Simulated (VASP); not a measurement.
# Rh (Fm-3m) in VASP: single point with r2SCAN

Aim: the single point of Rh with r2SCAN.

Everything below comes from runs of VASP 6.6.1. Logs are shortened: lines on timing, memory, paths and dates and some standing lists are left out, and cuts for length are marked.

## (1) The cell of the first run

It takes space group Fm-3m (No. 225, cubic). Conventional cell: a = 3.800 Å, b = 3.800 Å, c = 3.800 Å, α = 90.00°, β = 90.00°, γ = 90.00°. Within 3.5 Å of Rh (site symmetry m-3m) lie 12 Rh at 2.69 Å.

## (2) Single point, r2SCAN

Contents of POSCAR:

```
Rh
1.0
    1.9001537962      1.9001537962      0.0000000000
   -1.9001537962      1.9001537962      0.0000000000
    0.0000000000      1.9001537962      1.9001537962
Rh
1
Direct
    0.0000000000      0.0000000000      0.0000000000
```

Contents of INCAR.step1:

```
ALGO = Normal
EDIFF = 1E-5
ENCUT = 680
GGA = PE
GGA_COMPAT = False
ISMEAR = -1
LASPH = True
LCHARG = False
LREAL = False
LWAVE = True
NBANDS = 14
NELM = 120
PREC = Accurate
SIGMA = 0.05
```

Contents of INCAR.step2:

```
ALGO = Normal
EDIFF = 1E-6
ENCUT = 680
GGA_COMPAT = False
ISIF = 2
ISMEAR = -1
ISTART = 1
LASPH = True
LCHARG = True
LELF = True
LMIXTAU = True
LREAL = False
LVHAR = True
LWAVE = False
METAGGA = R2SCAN
NBANDS = 14
NELM = 120
PREC = Accurate
SIGMA = 0.05
```

Contents of KPOINTS:

```
k-points
0
Gamma
  14 14 14
```

Potentials or basis: VASP PAW PBE potentials, release 64 (Rh_sv_GW).

Launch:

```sh
> cat potpaw_PBE.64/Rh_sv_GW/POTCAR > POTCAR
> cp INCAR.step1 INCAR
> mpirun -np 1 vasp_std > vasp.out
> cp INCAR.step2 INCAR
> mpirun -np 1 vasp_std > vasp.out
```

OUTCAR:

```text
EDIFF = 1E-6
   ENCUT = 680
   ISIF = 2
   ISMEAR = -1
   ISTART = 1
   LASPH = True
   LREAL = False
   METAGGA = R2SCAN
   NELM = 120
   PREC = Accurate

 ion  position               nearest neighbor table
   1  0.000  0.000  0.000-

  LATTYP: Found a face centered cubic cell.
 ALAT       =     3.8003075924

  Lattice vectors:

 A1 = (   0.0000000000,   1.9001537962,   1.9001537962)
 A2 = (   1.9001537962,   0.0000000000,   1.9001537962)
 A3 = (   1.9001537962,   1.9001537962,   0.0000000000)

Analysis of symmetry for initial positions (statically):
=====================================================================
 Subroutine PRICEL returns:
 Original cell was already a primitive cell.

 Routine SETGRP: Setting up the symmetry group for a
 face centered cubic supercell.

 Subroutine GETGRP returns: Found 48 space group operations
 (whereof 48 operations were pure point group operations)
 out of a pool of 48 trial point group operations.

The static configuration has the point symmetry O_h .

Analysis of symmetry for dynamics (positions and initial velocities):
=====================================================================
 Subroutine PRICEL returns:
 Original cell was already a primitive cell.

 Routine SETGRP: Setting up the symmetry group for a
 face centered cubic supercell.

 Subroutine GETGRP returns: Found 48 space group operations
 (whereof 48 operations were pure point group operations)
 out of a pool of 48 trial point group operations.

The dynamic configuration has the point symmetry O_h .

 Subroutine INISYM returns: Found 48 space group operations
 (whereof 48 operations are pure point group operations),
 and found     1 'primitive' translations

----------------------------------------------------------------------------------------

                                     Primitive cell

  volume of cell :      13.7213

  direct lattice vectors                    reciprocal lattice vectors
     1.900153796  1.900153796  0.000000000     0.263136595  0.263136595 -0.263136595
    -1.900153796  1.900153796  0.000000000    -0.263136595  0.263136595 -0.263136595
     0.000000000  1.900153796  1.900153796     0.000000000  0.000000000  0.526273190

  length of vectors
     2.687223269  2.687223269  2.687223269     0.455765952  0.455765952  0.526273190

  position of ions in fractional coordinates (direct lattice)
     0.000000000  0.000000000  0.000000000

  ion indices of the primitive-cell ions
   primitive index   ion index
                 1           1

----------------------------------------------------------------------------------------

 KPOINTS: k-points

Automatic generation of k-mesh.
 Grid dimensions read from file:
 generate k-points for:   14   14   14

 Generating k-lattice:

  Cartesian coordinates                     Fractional coordinates (reciprocal lattice)
     0.018795471  0.018795471 -0.018795471     0.071428571  0.000000000  0.000000000
    -0.018795471  0.018795471 -0.018795471     0.000000000  0.071428571  0.000000000
     0.000000000  0.000000000  0.037590942     0.000000000  0.000000000  0.071428571

  Length of vectors
     0.032554711  0.032554711  0.037590942

  Shift w.r.t. Gamma in fractional coordinates (k-lattice)
     0.000000000  0.000000000  0.000000000

 Subroutine IBZKPT returns following result:
 ===========================================

 Found    104 irreducible k-points:

 Following reciprocal coordinates:
            Coordinates               Weight
  0.000000  0.000000  0.000000      1.000000
  0.071429  0.000000  0.000000      8.000000
  0.142857  0.000000  0.000000      8.000000
  0.214286  0.000000  0.000000      8.000000
  0.285714  0.000000  0.000000      8.000000
  0.357143  0.000000  0.000000      8.000000
[... 16 lines left out ...]
  0.214286  0.142857  0.000000     24.000000
  0.285714  0.142857  0.000000     24.000000
 [... further k-points ...]
   k-points           NKPTS =    104   k-points in BZ     NKDIM =    104   number of bands    NBANDS=     14
   number of dos      NEDOS =    301   number of ions     NIONS =      1
   total plane-waves  NPLWV =  13824
   dimension x,y,z NGX =    24 NGY =   24 NGZ =   24
   dimension x,y,z NGXF=    48 NGYF=   48 NGZF=   48
   ions per type =               1
   NGX,Y,Z   is equivalent  to a cutoff of  14.85, 14.85, 14.85 a.u.
   NGXF,Y,Z  is equivalent  to a cutoff of  29.70, 29.70, 29.70 a.u.
 SYSTEM =  unknown system
   PREC   = accura    normal or accurate (medium, high low for compatibility)
   ISTART =      1    job   : 0-new  1-cont  2-samecut
   ICHARG =      0    charge: 1-file 2-atom 10-const
   ISPIN  =      1    spin polarized calculation?
   LNONCOLLINEAR =      F non collinear calculations
   LSORBIT =      F    spin-orbit coupling
   LASPH  =      T    aspherical Exc in radial PAW
   ENCUT  =  680.0 eV  49.98 Ry    7.07 a.u.   5.71  5.71  5.71*2*pi/ulx,y,z
   NELM   =    120;   NELMIN=  2; NELMDL=  0     # of ELM steps
   EDIFF  = 0.1E-05   stopping-criterion for ELM
   LREAL  =      F    real-space projection
   EDIFFG = 0.1E-04   stopping-criterion for IOM
   NSW    =      0    number of steps for IOM
   IBRION =     -1    ionic relax: 0-MD 1-quasi-New 2-CG
   NFREE  =      0    steps in history (QN), initial steepest desc. (CG)
   ISIF   =      2    stress and relaxation
   ISYM   =      2    0-nonsym 1-usesym 2-fastsym
   POTIM  = 0.5000    time-step for ionic-motion
   TEBEG  =    0.0;   TEEND  =   0.0 temperature during run
   PSTRESS=    0.0 pullay stress
   NELECT =      17.0000    total number of electrons
   NUPDOWN=      -1.0000    fix difference up-down
   EMIN   =  10.00;   EMAX   =-10.00  energy-range for DOS
   EFERMI =   0.00;   METHOD = LEGACY
   ISMEAR =    -1;   SIGMA  =   0.05  broadening in eV -4-tet -1-fermi 0-gaus
   EFERMI_NEDOS =   21; number of points for ismear=-14 and -15
   IALGO  =     38    algorithm
   IMIX   =      4    mixing-type and parameters
     AMIX     =   0.40;   BMIX     =  1.00
     AMIX_MAG =   1.60;   BMIX_MAG =  1.00
  volume/ion in A,a.u.               =      13.72        92.60
  Fermi-wavevector in a.u.,A,eV,Ry     =   1.758298  3.322701 42.063914  3.091610
  Thomas-Fermi vector in A             =   2.827484
   LORBIT       =      0    0 simple, 1 ext, 2 COOP (PROOUT), +10 PAW based schemes
   METAGGA = R2SCAN    functional components
   LHFCALC =     F    Hartree Fock is set to
   AEXX    =    0.0000 exact exchange contribution
   IVDW    =     0    specifies the selected vdW correction
   LEPSILON=     F    determine dielectric tensor
   LRPA    =     F    only Hartree local field effects (RPA)
 non-spin polarized calculation
  energy-cutoff  :      680.00
  volume of cell :       13.72
 maximum number of plane-waves:       568
   NGX = 11   NGY = 11   NGZ = 11

 number of electron      17.0000001 magnetization

 Free energy of the ion-electron system (eV)
  ---------------------------------------------------
  ext. energy  EPLUGINS =         0.00000000
  ---------------------------------------------------
  free energy    TOTEN  =       -23.29197970 eV

  energy without entropy =      -23.28208695  energy(sigma->0) =      -23.28703332

 E-fermi :  10.7079     XC(G=0): -15.2827

 val. band max:       10.6680328518   @ k =   0.3571   0.0000   0.0000
 cond. band min:      10.7147832990   @ k =   0.3571   0.3571   0.0714
 fundamental gap:      0.0467504472
 Fermi energy:        10.7078801375

 k-point     1 :       0.0000    0.0000    0.0000
  band No.  band energies     occupation
      1     -70.4398      2.00000
      2     -37.0667      2.00000
      3     -37.0667      2.00000
      4     -37.0667      2.00000
      5       2.5592      2.00000
      6       7.5550      2.00000
      7       7.5550      2.00000
      8       7.5550      2.00000
      9       9.6573      2.00000
     10       9.6573      2.00000
     11      27.1881      0.00000
     12      32.8444      0.00000
     13      32.8444      0.00000
     14      32.8444      0.00000

 k-point     2 :       0.0714    0.0000    0.0000
  band No.  band energies     occupation
      1     -70.4337      2.00000
      2     -37.1069      2.00000
      3     -37.0721      2.00000
      4     -37.0721      2.00000
      5       2.7724      2.00000
      6       7.4612      2.00000
      7       7.6374      2.00000
      8       7.6374      2.00000
      9       9.6125      2.00000
     10       9.6125      2.00000
     11      27.4925      0.00000
     12      31.8184      0.00000
     13      33.1544      0.00000
     14      33.1544      0.00000

 k-point     3 :       0.1429    0.0000    0.0000
  band No.  band energies     occupation
      1     -70.4167      2.00000
      2     -37.2187      2.00000
      3     -37.0872      2.00000
      4     -37.0872      2.00000
      5       3.3608      2.00000
      6       7.2624      2.00000
      7       7.8265      2.00000
      8       7.8266      2.00000
      9       9.5477      2.00000
     10       9.5478      2.00000
     11      28.2301      0.00000
     12      29.8416      0.00000
     13      34.0373      0.00000
     14      34.0373      0.00000

 k-point     4 :       0.2143    0.0000    0.0000
  band No.  band energies     occupation
      1     -70.3919      2.00000
      2     -37.3784      2.00000
      3     -37.1090      2.00000
      4     -37.1090      2.00000
      5       4.1074      2.00000
      6       7.2385      2.00000
      7       7.9381      2.00000
      8       7.9381      2.00000
      9       9.6672      2.00000
     10       9.6672      2.00000
     11      27.6343      0.00000
     12      28.8906      0.00000
     13      35.3390      0.00000
     14      35.3390      0.00000

 k-point     5 :       0.2857    0.0000    0.0000
  band No.  band energies     occupation
      1     -70.3643      2.00000
      2     -37.5533      2.00000
      3     -37.1332      2.00000
      4     -37.1332      2.00000
      5       4.5504      2.00000
      6       7.8420      2.00000
      7       7.8420      2.00000
      8       7.8873      2.00000
      9      10.0971      1.99999
     10      10.0971      1.99999
     11      25.3780      0.00000
[... 276 lines left out ...]
 k-point    22 :       0.1429    0.1429    0.0000
  band No.  band energies     occupation
      1     -70.3838      2.00000
      2     -37.3815      2.00000
      3     -37.1825      2.00000
      4     -37.0993      2.00000
      5       4.4994      2.00000
      6       6.7869      2.00000
      7       7.9795      2.00000
      8       8.3146      2.00000
      9       8.9282      2.00000
     10      10.4434      1.98996
     11      28.2118      0.00000
     12      29.0614      0.00000
     13      32.8906      0.00000
     14      35.1081      0.00000

 k-point    23 :       0.2143    0.1429    0.0000
  band No.  band energies     occupation
      1     -70.3589      2.00000
      2     -37.5098      2.00000
      3     -37.2333      2.00000
      4     -37.1211      2.00000
      5       5.1641      2.00000
      6       6.8061      2.00000
      7       7.7774      2.00000
      8       8.3925      2.00000
      9       9.0990      2.00000
     10      11.3128      0.00001
     11      26.5385      0.00000
     12      28.7308      0.00000
     13      32.6497      0.00000
     14      34.1182      0.00000

 k-point    24 :       0.2857    0.1429    0.0000
  band No.  band energies     occupation
      1     -70.3347      2.00000
      2     -37.6409      2.00000
      3     -37.2682      2.00000
      4     -37.1483      2.00000
      5       5.2595      2.00000
      6       7.2991      2.00000
      7       7.7354      2.00000
      8       8.1658      2.00000
      9       9.7720      2.00000
     10      12.3873      0.00000
     11      24.1707      0.00000
     12      28.1431      0.00000
     13      31.2590      0.00000
     14      35.9411      0.00000

 [... further k-points ...]
[... 5 lines left out ...]
  --------------------------------------------------------------------------------------
  -------------------------------------------------------------------------------------
  Total        0.0021132      0.0021132      0.0021132     -0.0000000     -0.0000000      0.0000000
  in kB        0.2467509      0.2467509      0.2467509     -0.0000000     -0.0000000      0.0000000
  external PRESSURE =       0.2467509 kB  Pullay stress =       0.0000000 kB

 VOLUME and BASIS-vectors are now :
 -----------------------------------------------------------------------------
  energy-cutoff  :      680.00
  volume of cell :       13.72
      direct lattice vectors                 reciprocal lattice vectors
     1.900153796  1.900153796  0.000000000     0.263136595  0.263136595 -0.263136595
    -1.900153796  1.900153796  0.000000000    -0.263136595  0.263136595 -0.263136595
     0.000000000  1.900153796  1.900153796     0.000000000  0.000000000  0.526273190

 POSITION                                       TOTAL-FORCE (eV/Angst)
 -----------------------------------------------------------------------------------
      0.00000      0.00000      0.00000         0.000000      0.000000      0.000000
 -----------------------------------------------------------------------------------
    total drift:                                0.000000      0.000000     -0.000000

  FREE ENERGIE OF THE ION-ELECTRON SYSTEM (eV)
  ---------------------------------------------------
  free  energy   TOTEN  =       -23.2919796956 eV

  energy  without entropy=      -23.2820869496  energy(sigma->0) =      -23.28703332
```

Run time: 59 s. Hardware: 1 thread of Intel Xeon Platinum 8375C at 2.90GHz (Ice Lake), shared host; peak memory 0.18 GiB.

What came out:

| Item | Value |
| --- | --- |
| Free energy | -23.2920 eV |
| Pressure | 0.0 GPa |
| Band gap on the k mesh | zero (an odd number of electrons rules out a gap without spin polarisation) |

Levels at points of the mesh, in eV from the Fermi level:
| k point | band 6 | band 7 | band 8 | band 9 | band 10 | band 11 |
| --- | --- | --- | --- | --- | --- | --- |
| (0.00, 0.00, 0.00) | -3.15 | -3.15 | -3.15 | -1.05 | -1.05 | 16.48 |
| (0.50, 0.00, 0.00) | -3.27 | -3.27 | 0.61 | 0.61 | 0.92 | 9.14 |
| (0.50, 0.50, 0.00) | -6.16 | 0.54 | 1.07 | 1.07 | 3.50 | 12.93 |

Caveat: the PAW data sets were made with another functional, which shifts forces and pressure a little.

The gap in the log of VASP goes by the Fermi energy; the results here count the filled bands.